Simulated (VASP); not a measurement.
# CsBa3 (Fm-3m) in VASP: further runs

Runs on CsBa3. Level: PBEsol. Tasks: single point, relaxation of cell and atoms.

Program: VASP 6.6.1. These are calculated values, not measurements. Logs are shortened: lines on timing, memory, paths and dates and some standing lists are left out, and cuts for length are marked.

## Step 1: The cell of the first run

It takes space group Fm-3m (No. 225, cubic). Conventional cell: a = 9.375 Å, b = 9.375 Å, c = 9.375 Å, α = 90.00°, β = 90.00°, γ = 90.00°. Within 5.3 Å of Ba (site symmetry m-3m) lie 8 Ba at 4.06 Å and 6 Cs at 4.69 Å. Ba (site symmetry -43m) has 10 Ba at 4.06 to 4.69 Å and 4 Cs at 4.06 Å within 5.3 Å. Within 5.3 Å of Cs (site symmetry m-3m) lie 14 Ba at 4.06 to 4.69 Å.

## Step 2: Single point, PBEsol

INCAR

```
PREC = Accurate
ENCUT = 520
EDIFF = 1E-7
ISMEAR = -1
SIGMA = 0.05
LREAL = F
LASPH = T
NELM = 80
ALGO = Fast
ISIF = 2
LWAVE = F
LCHARG = F
GGA = PS
NBANDS = 28
```

KPOINTS

```
regular mesh
0
Gamma
  5 5 5
```

POSCAR

```
CsBa3
1.0
    0.0000000000      4.6872609909      4.6872609909
    4.6872609909      0.0000000000      4.6872609909
    4.6872609909      4.6872609909      0.0000000000
Ba Cs
3 1
Direct
    0.5000000000      0.5000000000      0.5000000000
    0.7500000000      0.7500000000      0.7500000000
    0.2500000000      0.2500000000      0.2500000000
    0.0000000000      0.0000000000      0.0000000000
```

Potentials or basis: VASP PAW PBE potentials, release 64 (Ba_sv, Cs_sv).

The run is started by

```sh
cat potpaw_PBE.64/Ba_sv/POTCAR potpaw_PBE.64/Cs_sv/POTCAR > POTCAR
mpirun -np 1 vasp_std > vasp.out
```

OUTCAR:

```text
PREC = Accurate
   ENCUT = 520
   EDIFF = 1E-7
   ISMEAR = -1
   LREAL = F
   LASPH = T
   NELM = 80
   ISIF = 2
   GGA = PS

 ion  position               nearest neighbor table
   1  0.500  0.500  0.500-   3 4.06   3 4.06   3 4.06   2 4.06   3 4.06   2 4.06   2 4.06   2 4.06

   2  0.750  0.750  0.750-   1 4.06   1 4.06   1 4.06   1 4.06   3 4.69   3 4.69   3 4.69   3 4.69
                             3 4.69   3 4.69
   3  0.250  0.250  0.250-   1 4.06   1 4.06   1 4.06   1 4.06   2 4.69   2 4.69   2 4.69   2 4.69
                             2 4.69   2 4.69
   4  0.000  0.000  0.000-

  LATTYP: Found a face centered cubic cell.
 ALAT       =     9.3745219818

  Lattice vectors:

 A1 = (   0.0000000000,   4.6872609909,   4.6872609909)
 A2 = (   4.6872609909,   0.0000000000,   4.6872609909)
 A3 = (   4.6872609909,   4.6872609909,   0.0000000000)

Analysis of symmetry for initial positions (statically):
=====================================================================
 Subroutine PRICEL returns:
 Original cell was already a primitive cell.

 Routine SETGRP: Setting up the symmetry group for a
 face centered cubic supercell.

 Subroutine GETGRP returns: Found 48 space group operations
 (whereof 48 operations were pure point group operations)
 out of a pool of 48 trial point group operations.

The static configuration has the point symmetry O_h .

Analysis of symmetry for dynamics (positions and initial velocities):
=====================================================================
 Subroutine PRICEL returns:
 Original cell was already a primitive cell.

 Routine SETGRP: Setting up the symmetry group for a
 face centered cubic supercell.

 Subroutine GETGRP returns: Found 48 space group operations
 (whereof 48 operations were pure point group operations)
 out of a pool of 48 trial point group operations.

The dynamic configuration has the point symmetry O_h .

 Subroutine INISYM returns: Found 48 space group operations
 (whereof 48 operations are pure point group operations),
 and found     1 'primitive' translations

----------------------------------------------------------------------------------------

                                     Primitive cell

  volume of cell :     205.9621

  direct lattice vectors                    reciprocal lattice vectors
     0.000000000  4.687260991  4.687260991    -0.106672106  0.106672106  0.106672106
     4.687260991  0.000000000  4.687260991     0.106672106 -0.106672106  0.106672106
[... 74 lines left out ...]
   EDIFF  = 0.1E-06   stopping-criterion for ELM
   LREAL  =      F    real-space projection
   EDIFFG = 0.1E-05   stopping-criterion for IOM
   NSW    =      0    number of steps for IOM
   IBRION =     -1    ionic relax: 0-MD 1-quasi-New 2-CG
   NFREE  =      0    steps in history (QN), initial steepest desc. (CG)
   ISIF   =      2    stress and relaxation
   ISYM   =      2    0-nonsym 1-usesym 2-fastsym
   POTIM  = 0.5000    time-step for ionic-motion
   TEBEG  =    0.0;   TEEND  =   0.0 temperature during run
   PSTRESS=    0.0 pullay stress
   NELECT =      39.0000    total number of electrons
   NUPDOWN=      -1.0000    fix difference up-down
   EMIN   =  10.00;   EMAX   =-10.00  energy-range for DOS
   EFERMI =   0.00;   METHOD = LEGACY
   ISMEAR =    -1;   SIGMA  =   0.05  broadening in eV -4-tet -1-fermi 0-gaus
   EFERMI_NEDOS =   21; number of points for ismear=-14 and -15
   IALGO  =     68    algorithm
   IMIX   =      4    mixing-type and parameters
     AMIX     =   0.40;   BMIX     =  1.00
     AMIX_MAG =   1.60;   BMIX_MAG =  1.00
  volume/ion in A,a.u.               =      51.49       347.48
  Fermi-wavevector in a.u.,A,eV,Ry     =   0.940085  1.776504 12.024288  0.883760
  Thomas-Fermi vector in A             =   2.067462
   LORBIT       =      0    0 simple, 1 ext, 2 COOP (PROOUT), +10 PAW based schemes
   GGA     = PS    functional components
   LHFCALC =     F    Hartree Fock is set to
   AEXX    =    0.0000 exact exchange contribution
   IVDW    =     0    specifies the selected vdW correction
   LEPSILON=     F    determine dielectric tensor
   LRPA    =     F    only Hartree local field effects (RPA)
 non-spin polarized calculation
 RMM-DIIS sequential band-by-band and
  energy-cutoff  :      520.00
  volume of cell :      205.96
 maximum number of plane-waves:      5577
 NGX is ok and might be reduce to    50
   NGX = 25   NGY = 25   NGZ = 25

 number of electron      39.0000000 magnetization

 Free energy of the ion-electron system (eV)
  ---------------------------------------------------
  ext. energy  EPLUGINS =         0.00000000
  ---------------------------------------------------
  free energy    TOTEN  =        -6.45831259 eV

  energy without entropy =       -6.39931545  energy(sigma->0) =       -6.42881402

 E-fermi :   2.4118     XC(G=0):  -8.1733

 val. band max:        2.4055119804   @ k =  -0.2000   0.2000   0.0000
 cond. band min:       2.4728398812   @ k =   0.4000   0.2000   0.0000
 fundamental gap:      0.0673279008
 Fermi energy:         2.4118194273

 k-point     1 :       0.0000    0.0000    0.0000
  band No.  band energies     occupation
      1     -26.2933      2.00000
      2     -26.2386      2.00000
      3     -26.1359      2.00000
      4     -20.3288      2.00000
      5     -11.6115      2.00000
      6     -11.6115      2.00000
[... 299 lines left out ...]
     27       3.9571      0.00000
     28       4.3884      0.00000

------------------------ aborting loop because EDIFF is reached ----------------------------------------

  FORCE on cell =-STRESS in cart. coord.  units (eV):
  Direction    XX          YY          ZZ          XY          YZ          ZX
  --------------------------------------------------------------------------------------
  -------------------------------------------------------------------------------------
  Total        2.7164844      2.7164844      2.7164844      0.0000000      0.0000000     -0.0000000
  in kB       21.1315032     21.1315032     21.1315032      0.0000000      0.0000000     -0.0000000
  external PRESSURE =      21.1315032 kB  Pullay stress =       0.0000000 kB

 VOLUME and BASIS-vectors are now :
 -----------------------------------------------------------------------------
  energy-cutoff  :      520.00
  volume of cell :      205.96
      direct lattice vectors                 reciprocal lattice vectors
     0.000000000  4.687260991  4.687260991    -0.106672106  0.106672106  0.106672106
     4.687260991  0.000000000  4.687260991     0.106672106 -0.106672106  0.106672106
     4.687260991  4.687260991  0.000000000     0.106672106  0.106672106 -0.106672106

 POSITION                                       TOTAL-FORCE (eV/Angst)
 -----------------------------------------------------------------------------------
      4.68726      4.68726      4.68726         0.000000     -0.000000      0.000000
      7.03089      7.03089      7.03089         0.000000      0.000000      0.000000
      2.34363      2.34363      2.34363        -0.000000     -0.000000     -0.000000
      0.00000      0.00000      0.00000         0.000000     -0.000000      0.000000
 -----------------------------------------------------------------------------------
    total drift:                               -0.000000      0.000000      0.000000

  FREE ENERGIE OF THE ION-ELECTRON SYSTEM (eV)
  ---------------------------------------------------
  free  energy   TOTEN  =        -6.4583125858 eV

  energy  without entropy=       -6.3993154548  energy(sigma->0) =       -6.42881402
```

It took 3.3 min on 1 thread of Intel Xeon 8259CL, shared host; peak memory 0.37 GiB.

Results:

- Free energy: -6.4583 eV
- Pressure: 2.1 GPa
- Band gap on the k mesh: zero (an odd number of electrons rules out a gap without spin polarisation)

Levels at points of the mesh, in eV from the Fermi level:
| k point | band 16 | band 17 | band 18 | band 19 | band 20 | band 21 | band 22 | band 23 |
| --- | --- | --- | --- | --- | --- | --- | --- | --- |
| (0.00, 0.00, 0.00) | -9.67 | -2.62 | -0.77 | -0.77 | 0.89 | 0.89 | 0.89 | 0.97 |

Caveat: the PAW data sets were made with another functional, which shifts forces and pressure a little; spin-orbit coupling is left out, which moves the levels of the heavy elements.

## Step 3: Single point, PBEsol

This run uses another cell than the first one, of 64.82 Å³/atom.

INCAR

```
SYSTEM = CsBa3
  PREC = Accurate
  ENCUT = 520
  EDIFF = 1E-6
  ISMEAR = -1
  SIGMA = 0.05
  LREAL = .FALSE.
  LASPH = .TRUE.
  NELM = 60
  ALGO = Normal
  ISIF = 2
  LWAVE = .FALSE.
  LCHARG = .FALSE.
  GGA = PS
  NBANDS = 28
```

KPOINTS

```
Automatic mesh
0
G
  5 5 5
  0 0 0
```

POSCAR

```
CsBa3
1.0
    0.0000000000      5.0611259140      5.0611259140
    5.0611259140      0.0000000000      5.0611259140
    5.0611259140      5.0611259140      0.0000000000
Ba Cs
3 1
Direct
    0.5000000000      0.5000000000      0.5000000000
    0.7500000000      0.7500000000      0.7500000000
    0.2500000000      0.2500000000      0.2500000000
    0.0000000000      0.0000000000      0.0000000000
```

Potentials or basis: VASP PAW PBE potentials, release 64 (Ba_sv, Cs_sv).

The run is started by

```sh
cat potpaw_PBE.64/Ba_sv/POTCAR potpaw_PBE.64/Cs_sv/POTCAR > POTCAR
mpirun -np 1 vasp_std > vasp.out
```

OUTCAR:

```text
SYSTEM = CsBa3
   PREC = Accurate
   ENCUT = 520
   EDIFF = 1E-6
   ISMEAR = -1
   LREAL = .FALSE.
   LASPH = .TRUE.
   NELM = 60
   ISIF = 2
   GGA = PS

 ion  position               nearest neighbor table
   1  0.500  0.500  0.500-   3 4.38   3 4.38   3 4.38   2 4.38   3 4.38   2 4.38   2 4.38   2 4.38

   2  0.750  0.750  0.750-   1 4.38   1 4.38   1 4.38   1 4.38
   3  0.250  0.250  0.250-   1 4.38   1 4.38   1 4.38   1 4.38
   4  0.000  0.000  0.000-

[... 491 lines left out ...]
  FORCE on cell =-STRESS in cart. coord.  units (eV):
  Direction    XX          YY          ZZ          XY          YZ          ZX
  --------------------------------------------------------------------------------------
  -------------------------------------------------------------------------------------
  Total        0.1191001      0.1191001      0.1191001     -0.0000000      0.0000000      0.0000000
  in kB        0.7359548      0.7359548      0.7359548     -0.0000000      0.0000000      0.0000000
  external PRESSURE =       0.7359548 kB  Pullay stress =       0.0000000 kB

 VOLUME and BASIS-vectors are now :
 -----------------------------------------------------------------------------
  energy-cutoff  :      520.00
  volume of cell :      259.28
      direct lattice vectors                 reciprocal lattice vectors
     0.000000000  5.061125914  5.061125914    -0.098792247  0.098792247  0.098792247
     5.061125914  0.000000000  5.061125914     0.098792247 -0.098792247  0.098792247
     5.061125914  5.061125914  0.000000000     0.098792247  0.098792247 -0.098792247

 POSITION                                       TOTAL-FORCE (eV/Angst)
 -----------------------------------------------------------------------------------
      5.06113      5.06113      5.06113        -0.000000      0.000000     -0.000000
      7.59169      7.59169      7.59169        -0.000000     -0.000000     -0.000000
      2.53056      2.53056      2.53056         0.000000      0.000000      0.000000
      0.00000      0.00000      0.00000        -0.000000      0.000000      0.000000
 -----------------------------------------------------------------------------------
    total drift:                                0.000000      0.000000     -0.000000

  FREE ENERGIE OF THE ION-ELECTRON SYSTEM (eV)
  ---------------------------------------------------
  free  energy   TOTEN  =        -6.7808523144 eV

  energy  without entropy=       -6.7191459748  energy(sigma->0) =       -6.74999914
```

OSZICAR:

```text
N       E                     dE             d eps       ncg     rms          rms(c)
DAV:   1     0.299774110643E+03    0.29977E+03   -0.15118E+04   560   0.111E+03
DAV:   2     0.186376681592E+02   -0.28114E+03   -0.27604E+03   860   0.217E+02
DAV:   3    -0.605202120856E+01   -0.24690E+02   -0.24410E+02   736   0.675E+01
DAV:   4    -0.682277536009E+01   -0.77075E+00   -0.76731E+00   768   0.981E+00
DAV:   5    -0.684253882735E+01   -0.19763E-01   -0.19744E-01   744   0.157E+00    0.249E+00
DAV:   6    -0.679768340632E+01    0.44855E-01   -0.67559E-02   724   0.985E-01    0.145E+00
DAV:   7    -0.678100750357E+01    0.16676E-01   -0.92282E-02   696   0.112E+00    0.162E-01
DAV:   8    -0.678082297465E+01    0.18453E-03   -0.39713E-03   788   0.279E-01    0.274E-02
DAV:   9    -0.678084488407E+01   -0.21909E-04   -0.13034E-04   720   0.461E-02    0.168E-02
DAV:  10    -0.678085074260E+01   -0.58585E-05   -0.25628E-05   716   0.208E-02    0.506E-03
DAV:  11    -0.678085252951E+01   -0.17869E-05   -0.20420E-06   508   0.712E-03    0.141E-03
DAV:  12    -0.678085231438E+01    0.21513E-06   -0.56244E-07   416   0.300E-03
   1 F= -.67808523E+01 E0= -.67499991E+01  d E =-.617063E-01
```

stdout:

```text
POSCAR found type information on POSCAR BaCs
 POSCAR found :  2 types and       4 ions
 scaLAPACK will be used
 -----------------------------------------------------------------------------
|                                                                             |
|                                                                             |
|     You enforced a specific xc type in the INCAR file but a different       |
|     I HOPE YOU KNOW WHAT YOU ARE DOING!                                     |
|                                                                             |
 -----------------------------------------------------------------------------

 LDA part: xc-table for (Slater+PW92), standard interpolation
 POSCAR, INCAR and KPOINTS ok, starting setup
 FFT: planning ... GRIDC
 FFT: planning ... GRID_SOFT
 FFT: planning ... GRID
 WAVECAR not read
 entering main loop
```

It took 2.2 min on 1 thread of Intel Xeon 8259CL, shared host; peak memory 0.41 GiB.

Results:

* Free energy: -6.7809 eV
* Pressure: 0.1 GPa
* Band gap on the k mesh: zero (an odd number of electrons rules out a gap without spin polarisation)

Caveat: the PAW data sets were made with another functional, which shifts forces and pressure a little; spin-orbit coupling is left out, which moves the levels of the heavy elements.

## Step 4: Relaxation of cell and atoms, PBEsol

This run uses another cell than the first one, of 71.17 Å³/atom.

INCAR

```
SYSTEM = CsBa3
ALGO = Normal
EDIFF = 1E-6
EDIFFG = -0.01
ENCUT = 600
GGA = PS
IBRION = 2
ISIF = 3
ISMEAR = -1
LASPH = .True.
LCHARG = .False.
LREAL = .False.
LWAVE = .False.
NELM = 80
NSW = 60
PREC = Accurate
SIGMA = 0.05
```

KPOINTS

```
k-points
0
Gamma
  5 5 5
  0 0 0
```

POSCAR

```
CsBa3
1.0
    0.0000000000      5.2212840000      5.2212840000
    5.2212840000      0.0000000000      5.2212840000
    5.2212840000      5.2212840000      0.0000000000
Ba Cs
3 1
Direct
    0.5000000000      0.5000000000      0.5000000000
    0.7500000000      0.7500000000      0.7500000000
    0.2500000000      0.2500000000      0.2500000000
    0.0000000000      0.0000000000      0.0000000000
```

The run is started by

```sh
cat potpaw_PBE.64/Ba_sv/POTCAR potpaw_PBE.64/Cs_sv/POTCAR > POTCAR
mpirun -np 1 vasp_std > vasp.out
```

It took 7.9 min on 1 thread of Intel Xeon 8259CL, shared host; peak memory 0.56 GiB.

Results (log left out):

```yaml
Free_energy: -6.7818 eV
Relaxed_volume: 65.55 Å³/atom
Relaxed_cell: a = 7.184 Å, b = 7.184 Å, c = 7.184 Å, α = 60.00°, β = 60.00°, γ = 60.00°
Space_group_after_relaxing_to_0.1_Å: Fm-3m (No. 225)
Energy_gained_by_relaxing: 8.8 meV/atom
Ionic_steps: 4
Pressure_after_relaxing: 0.0 GPa
Band_gap_on_the_k_mesh: zero (an odd number of electrons rules out a gap without spin polarisation)
```

The path:
```tsv
step	energy change (eV)	largest force (eV/Å)	pressure (GPa)	volume (Å³)
1	0.0000	0.0000	-0.47	284.68
2	-0.0210	0.0000	-0.31	276.12
3	-0.0349	0.0000	-0.03	263.33
4	-0.0350	0.0000	0.00	262.21
```

Final structure:
```
Ba Cs
1.0
     0.00000    5.08013    5.08013
     5.08013    0.00000    5.08013
     5.08013    5.08013    0.00000
Ba Cs
3 1
Direct
  0.50000 0.50000 0.50000
  0.75000 0.75000 0.75000
  0.25000 0.25000 0.25000
  0.00000 0.00000 0.00000
```

Levels at points of the mesh, in eV from the Fermi level:
| k point | band 15 | band 16 | band 17 | band 18 | band 19 | band 20 | band 21 | band 22 | band 23 |
| --- | --- | --- | --- | --- | --- | --- | --- | --- | --- |
| (0.00, 0.00, 0.00) | -9.65 | -9.65 | -2.57 | -0.38 | -0.38 | 0.65 | 0.65 | 0.65 | 0.65 |

Caveat: the PAW data sets were made with another functional, which shifts forces and pressure a little; spin-orbit coupling is left out, which moves the levels of the heavy elements.

## Step 5: Relaxation of cell and atoms, PBEsol, target pressure 2 GPa, at which the enthalpy is minimised

This run uses another cell than the first one, of 71.17 Å³/atom.

INCAR

```
  PREC = Accurate
  ENCUT = 600
  EDIFF = 1E-6
  ISMEAR = -1
  SIGMA = 0.05
  LREAL = F
  LASPH = T
  NELM = 60
  ALGO = Normal
  ISIF = 3
  LWAVE = F
  LCHARG = F
  GGA = PS
  IBRION = 2
  NSW = 60
  EDIFFG = -0.01
  PSTRESS = 20.0
```

KPOINTS

```
regular mesh
0
Gamma
  5 5 5
```

POSCAR is that of step 4.

The run is started by

```sh
cat potpaw_PBE.64/Ba_sv/POTCAR potpaw_PBE.64/Cs_sv/POTCAR > POTCAR
mpirun -np 1 vasp_std > vasp.out
```

It took 8.9 min on 1 thread of Intel Xeon 8259CL, shared host; peak memory 0.57 GiB.

The run converged. Its results:

* Free energy: -6.4792 eV
* Relaxed volume: 51.88 Å³/atom
* Relaxed cell: a = 6.646 Å, b = 6.646 Å, c = 6.646 Å, α = 60.00°, β = 60.00°, γ = 60.00°
* Space group after relaxing (to 0.1 Å): Fm-3m (No. 225)
* Energy change on relaxing (the run minimises the enthalpy): +66.9 meV/atom
* Ionic steps: 4
* Pressure after relaxing: 2.0 GPa
* Band gap on the k mesh: zero (an odd number of electrons rules out a gap without spin polarisation)

Step by step:
```
step  energy change (eV)  largest force (eV/Å)  pressure (GPa)  volume (Å³)
   1              0.0000                0.0000           -0.47       284.68
   2              0.0010                0.0000            0.59       241.78
   3              0.1697                0.0000            1.58       216.25
   4              0.2676                0.0000            2.03       207.53
```

Final structure:
```
Ba Cs
1.0
     0.00000    4.69915    4.69915
     4.69915    0.00000    4.69915
     4.69915    4.69915    0.00000
Ba Cs
3 1
Cartesian
  4.6992 4.6992 4.6992
  7.0487 7.0487 7.0487
  2.3496 2.3496 2.3496
  4.6992 9.3983 4.6992
```

Levels at points of the mesh, in eV from the Fermi level:
```csv
k point,band 17,band 18,band 19,band 20,band 21,band 22
"(0.00, 0.00, 0.00)",-2.62,-0.75,-0.75,0.88,0.88,0.88
```

Caveat: the cell is relaxed towards a set pressure, so the run minimises the enthalpy, not the energy; the volume moved by over 15 % at a fixed basis, so the end points are rough; the PAW data sets were made with another functional, which shifts forces and pressure a little; spin-orbit coupling is left out, which moves the levels of the heavy elements.

[end of part 1 of 2]

The gap in the log of VASP goes by the Fermi energy; the results here count the filled bands.